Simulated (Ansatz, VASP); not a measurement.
## BiPd: VASP beside Ansatz

```xyz
4
Lattice="4.2300 0.0000 0.0000 -2.1150 3.6633 0.0000 0.0000 0.0000 5.7469" Properties=species:S:1:pos:R:3 pbc="T T T"
Bi    0.0000    2.4422    1.4367
Bi    2.1150    1.2211    4.3102
Pd    0.0000    0.0000    0.0000
Pd    0.0000    0.0000    2.8735
```

Change from the starting cell: zz strain of +1 %, crystal datasets.

Alike in both runs: task electric field gradients; functional PBEsol; k mesh 9 × 9 × 6; occupations fermi-dirac, width 0.03 eV; no spin polarisation.

|  | VASP | Ansatz |
| --- | --- | --- |
| version | VASP 6.6.1 | Ansatz 0.2.0 |
| potentials or method | VASP PAW PBE potentials, release 64 (Bi_d, Pd), cutoff 520 eV | all-electron PAW with datasets made for the crystal, scalar-relativistic |

```csv
,VASP,Ansatz,Ansatz less VASP
pressure (GPa),-0.8,-0.8,-0.01
"traceless stress, the component that is largest in VASP (GPa)",-0.85,-0.83,+0.019
size of Vzz on the site where it differs most (V/Å²),61.1,66.3,+5.21
```

VASP's potentials were made for PBE, not for PBEsol. Ansatz ran all-electron here, and VASP with PAW potentials.

Spin-orbit coupling is off throughout.
